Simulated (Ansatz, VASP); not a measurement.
# Two plane-wave programs on SiGe2

```xyz
3
Lattice="0.0000 3.0598 3.0598 3.0598 0.0000 3.0598 3.0598 3.0598 0.0000" Properties=species:S:1:pos:R:3 pbc="T T T"
Si    0.0000    0.0000    0.0000
Ge    4.5897    4.5897    4.5897
Ge    1.5299    1.5299    1.5299
```

Alike in both runs: functional PBEsol; k mesh 12 × 12 × 12; occupations gaussian, width 0.1 eV; no spin polarisation.

Ansatz relaxed the structure, and its values are those at the end. VASP's run is a single point on that final structure, the one shown.

```csv
,VASP,Ansatz
version,VASP 6.6.1,Ansatz 0.2.0
potentials or method,"VASP PAW PBE potentials, release 64 (Si, Ge_d), cutoff 520 eV","scalar-relativistic, plane waves, PAW"
valence electrons in the cell,32,32
```

|  | VASP | Ansatz | Ansatz less VASP |
| --- | --- | --- | --- |
| gap on the k mesh at the Fermi level (eV) | none | none | - |
| pressure (GPa) | 0.0 | 0.0 | +0.01 |

VASP's potentials were made for PBE, not for PBEsol. A gap of «none» marks a metal or a gap that the smearing closes.
